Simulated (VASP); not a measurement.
# Ta (R-3m) in VASP: a series of runs

Runs on Ta. Level: PBE. Tasks: single point.

Everything below comes from runs of VASP 6.6.1. Logs are shortened: lines on timing, memory, paths and dates and some standing lists are left out, and cuts for length are marked.

### Step 1. The cell of the first run

The structure is trigonal, space group R-3m (No. 166). The conventional cell has a = 5.538 Å, b = 5.538 Å, c = 2.035 Å, α = 90.00°, β = 90.00°, γ = 120.00°. Ta (site symmetry -3m) has 2 Ta at 2.03 Å within 2.7 Å.

### Step 2. Single point, PBE

Input file INCAR:

```
SYSTEM = Ta
ALGO = Fast
EDIFF = 1E-6
ENCUT = 520
GGA = PE
ISIF = 2
ISMEAR = 0
LASPH = .True.
LCHARG = .False.
LREAL = .False.
LWAVE = .False.
NBANDS = 12
NELM = 100
PREC = Accurate
SIGMA = 0.15
```

Input file KPOINTS:

```
k-points
0
Gamma
  22 22 22
  0 0 0
```

Input file POSCAR:

```
Ta
1.0
   -2.2188501153      1.6967677352      1.6967677352
    1.6967677352     -2.2188501153      1.6967677352
    1.6967677352      1.6967677352     -2.2188501153
Ta
1
Direct
    0.0000000000      0.0000000000      0.0000000000
```

Potentials or basis: VASP PAW PBE potentials, release 64 (Ta_pv).

Run with:

```
> cat potpaw_PBE.64/Ta_pv/POTCAR > POTCAR
> mpirun -np 1 vasp_std > vasp.out
```

OUTCAR:

```text
SYSTEM = Ta
   EDIFF = 1E-6
   ENCUT = 520
   GGA = PE
   ISIF = 2
   ISMEAR = 0
   LASPH = .True.
   LREAL = .False.
   NELM = 100
   PREC = Accurate

 ion  position               nearest neighbor table
   1  0.000  0.000  0.000-

  LATTYP: Found a trigonal (rhomboedric) cell.
 ALAT       =     3.2682315292
 COS(alpha) =    -0.4354066986

  Lattice vectors:

 A1 = (  -2.2188501153,   1.6967677352,   1.6967677352)
 A2 = (   1.6967677352,  -2.2188501153,   1.6967677352)
 A3 = (   1.6967677352,   1.6967677352,  -2.2188501153)

Analysis of symmetry for initial positions (statically):
=====================================================================
 Subroutine PRICEL returns:
 Original cell was already a primitive cell.

 Routine SETGRP: Setting up the symmetry group for a
 trigonal (rhombohedral) supercell.

 Subroutine GETGRP returns: Found 12 space group operations
 (whereof 12 operations were pure point group operations)
 out of a pool of 12 trial point group operations.

The static configuration has the point symmetry D_3d.

Analysis of symmetry for dynamics (positions and initial velocities):
=====================================================================
 Subroutine PRICEL returns:
 Original cell was already a primitive cell.

 Routine SETGRP: Setting up the symmetry group for a
 trigonal (rhombohedral) supercell.

 Subroutine GETGRP returns: Found 12 space group operations
 (whereof 12 operations were pure point group operations)
 out of a pool of 12 trial point group operations.

The dynamic configuration has the point symmetry D_3d.

 Subroutine INISYM returns: Found 12 space group operations
 (whereof 12 operations are pure point group operations),
 and found     1 'primitive' translations

----------------------------------------------------------------------------------------

                                     Primitive cell

  volume of cell :      18.0104

  direct lattice vectors                    reciprocal lattice vectors
    -2.218850115  1.696767735  1.696767735     0.113505572  0.368893110  0.368893110
     1.696767735 -2.218850115  1.696767735     0.368893110  0.113505572  0.368893110
     1.696767735  1.696767735 -2.218850115     0.368893110  0.368893110  0.113505572

  length of vectors
     3.268231529  3.268231529  3.268231529     0.533898649  0.533898649  0.533898649

  position of ions in fractional coordinates (direct lattice)
     0.000000000  0.000000000  0.000000000

  ion indices of the primitive-cell ions
   primitive index   ion index
                 1           1

----------------------------------------------------------------------------------------

 KPOINTS: k-points

Automatic generation of k-mesh.
 Grid dimensions read from file:
 generate k-points for:   22   22   22

 Generating k-lattice:

  Cartesian coordinates                     Fractional coordinates (reciprocal lattice)
     0.005159344  0.016767869  0.016767869     0.045454545  0.000000000  0.000000000
     0.016767869  0.005159344  0.016767869     0.000000000  0.045454545  0.000000000
     0.016767869  0.016767869  0.005159344    -0.000000000 -0.000000000  0.045454545

  Length of vectors
     0.024268120  0.024268120  0.024268120

  Shift w.r.t. Gamma in fractional coordinates (k-lattice)
     0.000000000  0.000000000  0.000000000

 Subroutine IBZKPT returns following result:
 ===========================================

 Found   1024 irreducible k-points:

 Following reciprocal coordinates:
            Coordinates               Weight
  0.000000  0.000000  0.000000      1.000000
  0.045455  0.000000  0.000000      6.000000
  0.090909  0.000000  0.000000      6.000000
  0.136364  0.000000  0.000000      6.000000
  0.181818  0.000000  0.000000      6.000000
  0.227273  0.000000  0.000000      6.000000
[... 16 lines left out ...]
  0.500000  0.045455  0.000000     12.000000
 -0.454545  0.045455 -0.000000     12.000000
 [... further k-points ...]
   k-points           NKPTS =   1024   k-points in BZ     NKDIM =   1024   number of bands    NBANDS=     12
   number of dos      NEDOS =    301   number of ions     NIONS =      1
   total plane-waves  NPLWV =  13824
   dimension x,y,z NGX =    24 NGY =   24 NGZ =   24
   dimension x,y,z NGXF=    48 NGYF=   48 NGZF=   48
   ions per type =               1
   NGX,Y,Z   is equivalent  to a cutoff of  12.21, 12.21, 12.21 a.u.
   NGXF,Y,Z  is equivalent  to a cutoff of  24.42, 24.42, 24.42 a.u.
 SYSTEM =  Ta
   PREC   = accura    normal or accurate (medium, high low for compatibility)
   ISTART =      0    job   : 0-new  1-cont  2-samecut
   ICHARG =      2    charge: 1-file 2-atom 10-const
   ISPIN  =      1    spin polarized calculation?
   LNONCOLLINEAR =      F non collinear calculations
   LSORBIT =      F    spin-orbit coupling
   LASPH  =      T    aspherical Exc in radial PAW
   ENCUT  =  520.0 eV  38.22 Ry    6.18 a.u.   6.08  6.08  6.08*2*pi/ulx,y,z
   NELM   =    100;   NELMIN=  2; NELMDL= -5     # of ELM steps
   EDIFF  = 0.1E-05   stopping-criterion for ELM
   LREAL  =      F    real-space projection
   EDIFFG = 0.1E-04   stopping-criterion for IOM
   NSW    =      0    number of steps for IOM
   IBRION =     -1    ionic relax: 0-MD 1-quasi-New 2-CG
   NFREE  =      0    steps in history (QN), initial steepest desc. (CG)
   ISIF   =      2    stress and relaxation
   ISYM   =      2    0-nonsym 1-usesym 2-fastsym
   POTIM  = 0.5000    time-step for ionic-motion
   TEBEG  =    0.0;   TEEND  =   0.0 temperature during run
   PSTRESS=    0.0 pullay stress
   NELECT =      11.0000    total number of electrons
   NUPDOWN=      -1.0000    fix difference up-down
   EMIN   =  10.00;   EMAX   =-10.00  energy-range for DOS
   EFERMI =   0.00;   METHOD = LEGACY
   ISMEAR =     0;   SIGMA  =   0.15  broadening in eV -4-tet -1-fermi 0-gaus
   EFERMI_NEDOS =   21; number of points for ismear=-14 and -15
   IALGO  =     68    algorithm
   IMIX   =      4    mixing-type and parameters
     AMIX     =   0.40;   BMIX     =  1.00
     AMIX_MAG =   1.60;   BMIX_MAG =  1.00
  volume/ion in A,a.u.               =      18.01       121.54
  Fermi-wavevector in a.u.,A,eV,Ry     =   1.388988  2.624806 26.249534  1.929286
  Thomas-Fermi vector in A             =   2.513061
   LORBIT       =      0    0 simple, 1 ext, 2 COOP (PROOUT), +10 PAW based schemes
   GGA     = PE    functional components
   LHFCALC =     F    Hartree Fock is set to
   AEXX    =    0.0000 exact exchange contribution
   IVDW    =     0    specifies the selected vdW correction
   LEPSILON=     F    determine dielectric tensor
   LRPA    =     F    only Hartree local field effects (RPA)
 non-spin polarized calculation
 RMM-DIIS sequential band-by-band and
 Gauss-broadening in eV      SIGMA  =   0.15
  energy-cutoff  :      520.00
  volume of cell :       18.01
 maximum number of plane-waves:       504
   NGX = 13   NGY = 13   NGZ = 13

 number of electron      11.0000002 magnetization

 Free energy of the ion-electron system (eV)
  ---------------------------------------------------
  ext. energy  EPLUGINS =         0.00000000
  ---------------------------------------------------
  free energy    TOTEN  =        -8.31711955 eV

  energy without entropy =       -8.31143500  energy(sigma->0) =       -8.31427728

 E-fermi :   5.7418     XC(G=0): -12.3303

 val. band max:        5.7378964044   @ k =  -0.1818   0.1818   0.0909
 cond. band min:       5.7491050636   @ k =  -0.4091  -0.4545   0.2273
 fundamental gap:      0.0112086592
 Fermi energy:         5.7417725236

 k-point     1 :       0.0000    0.0000    0.0000
  band No.  band energies     occupation
      1     -28.9251      2.00000
      2     -28.9251      2.00000
      3     -24.0682      2.00000
      4      -2.0819      2.00000
      5       1.4477      2.00000
      6       4.5766      2.00000
      7       4.5766      2.00000
      8      15.3137      0.00000
      9      16.2993      0.00000
     10      16.2993      0.00000
     11      20.5323      0.00000
     12      22.8910      0.00000

 k-point     2 :       0.0455    0.0000    0.0000
  band No.  band energies     occupation
      1     -28.9012      2.00000
      2     -28.8984      2.00000
      3     -24.3580      2.00000
      4      -1.9755      2.00000
      5       1.8911      2.00000
      6       4.6140      2.00000
      7       4.6583      2.00000
      8      15.4090      0.00000
      9      15.4385      0.00000
     10      15.4816      0.00000
     11      20.5216      0.00000
     12      23.6609      0.00000

 k-point     3 :       0.0909    0.0000    0.0000
  band No.  band energies     occupation
      1     -28.8306      2.00000
      2     -28.8198      2.00000
      3     -25.1600      2.00000
      4      -1.6677      2.00000
      5       3.1601      2.00000
      6       4.7266      2.00000
      7       4.9017      2.00000
      8      13.5191      0.00000
      9      13.7113      0.00000
     10      15.8252      0.00000
     11      20.4902      0.00000
     12      25.0325      0.00000
[... 286 lines left out ...]
 k-point    23 :       0.5000    0.0455    0.0000
  band No.  band energies     occupation
      1     -33.5776      2.00000
      2     -27.6013      2.00000
      3     -27.4761      2.00000
      4       0.5795      2.00000
      5       2.0184      2.00000
      6       8.1525      0.00000
      7       8.5455      0.00000
      8      10.8611      0.00000
      9      11.9092      0.00000
     10      17.3126      0.00000
     11      20.0494      0.00000
     12      22.2870      0.00000

 k-point    24 :      -0.4545    0.0455   -0.0000
  band No.  band energies     occupation
      1     -33.1427      2.00000
      2     -27.7031      2.00000
      3     -27.5770      2.00000
      4       0.9441      2.00000
      5       2.5093      2.00000
      6       7.0290      0.00000
      7       8.0495      0.00000
      8      10.4192      0.00000
      9      13.2075      0.00000
     10      17.9652      0.00000
     11      20.0673      0.00000
     12      22.4206      0.00000

 [... further k-points ...]
[... 5 lines left out ...]
  --------------------------------------------------------------------------------------
  -------------------------------------------------------------------------------------
  Total        8.1881349      8.1881349      8.1881349     10.6898781     10.6898781     10.6898781
  in kB      728.4058362    728.4058362    728.4058362    950.9576603    950.9576603    950.9576603
  external PRESSURE =     728.4058362 kB  Pullay stress =       0.0000000 kB

 VOLUME and BASIS-vectors are now :
 -----------------------------------------------------------------------------
  energy-cutoff  :      520.00
  volume of cell :       18.01
      direct lattice vectors                 reciprocal lattice vectors
    -2.218850115  1.696767735  1.696767735     0.113505572  0.368893110  0.368893110
     1.696767735 -2.218850115  1.696767735     0.368893110  0.113505572  0.368893110
     1.696767735  1.696767735 -2.218850115     0.368893110  0.368893110  0.113505572

 POSITION                                       TOTAL-FORCE (eV/Angst)
 -----------------------------------------------------------------------------------
      0.00000      0.00000      0.00000        -0.000000     -0.000000     -0.000000
 -----------------------------------------------------------------------------------
    total drift:                                0.000000      0.000000     -0.000000

  FREE ENERGIE OF THE ION-ELECTRON SYSTEM (eV)
  ---------------------------------------------------
  free  energy   TOTEN  =        -8.3171195533 eV

  energy  without entropy=       -8.3114350046  energy(sigma->0) =       -8.31427728
```

Wall time 58 s (1 thread of Intel Xeon 6975P-C (Granite Rapids), shared host); peak memory 0.32 GiB.

Results:

| Quantity | Value |
| --- | --- |
| Free energy | -8.3171 eV |
| Pressure | 72.8 GPa |
| Band gap on the k mesh | zero (an odd number of electrons rules out a gap without spin polarisation) |

Levels at points of the mesh, in eV from the Fermi level:
| k point | band 3 | band 4 | band 5 | band 6 | band 7 | band 8 |
| --- | --- | --- | --- | --- | --- | --- |
| (0.00, 0.00, 0.00) | -29.81 | -7.82 | -4.29 | -1.17 | -1.17 | 9.57 |
| (0.50, 0.00, 0.00) | -33.18 | -5.29 | -3.87 | 2.86 | 2.96 | 4.77 |
| (0.50, 0.50, 0.00) | -29.82 | -4.90 | -4.39 | -0.72 | 3.07 | 5.03 |
| (0.50, 0.50, 0.50) | -33.34 | -5.40 | -5.40 | 4.37 | 4.37 | 8.51 |

Caveat: atoms lie so close that the PAW spheres overlap strongly, which falsifies energies and pressures; the cell stands under pressure; spin-orbit coupling is left out, which moves the levels of the heavy elements.

### Step 3. Single point, PBE

This run uses another cell than the first one, of the same volume but with other edges.

Input file INCAR:

```
PREC = Accurate ; ENCUT = 520
EDIFF = 1E-6 ; ISMEAR = 0
SIGMA = 0.15 ; LREAL = F
LASPH = T ; NELM = 100
ALGO = Fast ; ISIF = 2
LWAVE = F ; LCHARG = F
GGA = PE ; NBANDS = 12
```

Input file KPOINTS:

```
regular mesh
0
Gamma
  22 22 22
```

Input file POSCAR:

```
Ta
1.0
   -1.8303622268      1.6560420147      1.6560420147
    1.6560420147     -1.8303622268      1.6560420147
    1.6560420147      1.6560420147     -1.8303622268
Ta
1
Direct
    0.0000000000      0.0000000000      0.0000000000
```

Potentials or basis: VASP PAW PBE potentials, release 64 (Ta_pv).

Run with:

```
> cat potpaw_PBE.64/Ta_pv/POTCAR > POTCAR
> mpirun -np 1 vasp_std > vasp.out
```

Run time: 59 s. Hardware: 1 thread of Intel Xeon 6975P-C (Granite Rapids), shared host; peak memory 0.32 GiB.

The run converged. Its results:

```yaml
Free_energy: -11.6711 eV
Pressure: 6.6 GPa
Band_gap_on_the_k_mesh: zero (an odd number of electrons rules out a gap without spin polarisation)
```

Stress tensor (GPa, compression positive):
```
6.64 9.35 9.35
9.35 6.64 9.35
9.35 9.35 6.64
```

Levels at points of the mesh, in eV from the Fermi level:
| k point | band 4 | band 5 | band 6 | band 7 | band 8 | band 9 |
| --- | --- | --- | --- | --- | --- | --- |
| (0.00, 0.00, 0.00) | -8.02 | -1.14 | 0.81 | 0.81 | 4.77 | 4.77 |
| (0.50, 0.00, 0.00) | -4.37 | -1.52 | 2.41 | 3.13 | 3.69 | 7.45 |
| (0.50, 0.50, 0.00) | -4.66 | -2.23 | 0.67 | 5.02 | 5.61 | 7.10 |
| (0.50, 0.50, 0.50) | -3.98 | -3.98 | 5.61 | 5.61 | 8.11 | 8.11 |

Caveat: the cell stands under pressure; spin-orbit coupling is left out, which moves the levels of the heavy elements.

### Step 4. Single point, PBE

This run uses another cell than the first one, of the same volume but with other edges.

Input file INCAR:

```
SYSTEM = Ta
ALGO = Fast
EDIFF = 1E-6
ENCUT = 520
GGA = PE
ISIF = 2
ISMEAR = 0
LASPH = .True.
LCHARG = .True.
LELF = .True.
LREAL = .False.
LVHAR = .True.
LWAVE = .False.
NBANDS = 12
NELM = 60
PREC = Accurate
SIGMA = 0.15
```

Input file KPOINTS:

```
k-points
0
Gamma
  22 22 22
  0 0 0
```

Input file POSCAR:

```
Ta
1.0
   -1.4503197089      1.6575082387      1.6575082387
    1.6575082387     -1.4503197089      1.6575082387
    1.6575082387      1.6575082387     -1.4503197089
Ta
1
Direct
    0.0000000000      0.0000000000      0.0000000000
```

Run with:

```
> cat potpaw_PBE.64/Ta_pv/POTCAR > POTCAR
> mpirun -np 1 vasp_std > vasp.out
```

Run time: 60 s. Hardware: 1 thread of Intel Xeon 6975P-C (Granite Rapids), shared host; peak memory 0.32 GiB.

Results (log left out):

| Property | Result |
| --- | --- |
| Free energy | -11.6669 eV |
| Pressure | 5.9 GPa |
| Band gap on the k mesh | zero (an odd number of electrons rules out a gap without spin polarisation) |

Stress tensor (GPa, compression positive):
```
 5.85 -6.61 -6.61
-6.61  5.85 -6.61
-6.61 -6.61  5.85
```

Levels at points of the mesh, in eV from the Fermi level:
```tsv
k point	band 3	band 4	band 5	band 6	band 7	band 8	band 9	band 10
(0.00, 0.00, 0.00)	-32.90	-7.88	-0.63	-0.63	2.76	4.72	4.72	14.19
(0.50, 0.00, 0.00)	-32.89	-4.42	-1.78	0.84	4.70	5.34	6.23	11.57
(0.50, 0.50, 0.00)	-32.96	-4.30	-1.61	2.60	3.76	4.10	8.64	10.51
(0.50, 0.50, 0.50)	-33.65	-3.78	-3.78	3.84	7.74	8.18	8.18	9.55
```

Caveat: the cell stands under pressure; spin-orbit coupling is left out, which moves the levels of the heavy elements.

(Part 1 of 2 ends here.)
